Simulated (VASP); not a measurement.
Input of a VASP 6.6.1 run:

Contents of INCAR:

```
PREC = Accurate ; ENCUT = 520
EDIFF = 1E-7 ; ISMEAR = -1
SIGMA = 0.02 ; LREAL = F
LASPH = T ; NELM = 60
ALGO = Normal ; ISIF = 2
LWAVE = F ; LCHARG = F
GGA = PE ; NBANDS = 26
```

KPOINTS

```
Automatic mesh
0
Gamma
  12 12 4
```

File POSCAR:

```
ZnS
1.0
    3.8054508444      0.0000000000      0.0000000000
   -1.9027254222      3.2956171041      0.0000000000
    0.0000000000      0.0000000000      6.2439931014
Zn S
2 2
Direct
    0.3333333333      0.6666666667      0.0003381269
    0.6666666667      0.3333333333      0.5003381269
    0.3333333333      0.6666666667      0.3746618731
    0.6666666667      0.3333333333      0.8746618731
```

Potentials or basis: VASP PAW PBE potentials, release 64 (Zn, S).

The run is started by

```bash
$ cat potpaw_PBE.64/Zn/POTCAR potpaw_PBE.64/S/POTCAR > POTCAR
$ mpirun -np 1 vasp_std > vasp.out
```

(1) Estimate the band gap on the k mesh.

(2) Estimate the pressure.

(3) Predict the largest force.

## Answers

(1) 2.22 eV.

(2) 2.4 GPa.

(3) 0.004 eV/Å.
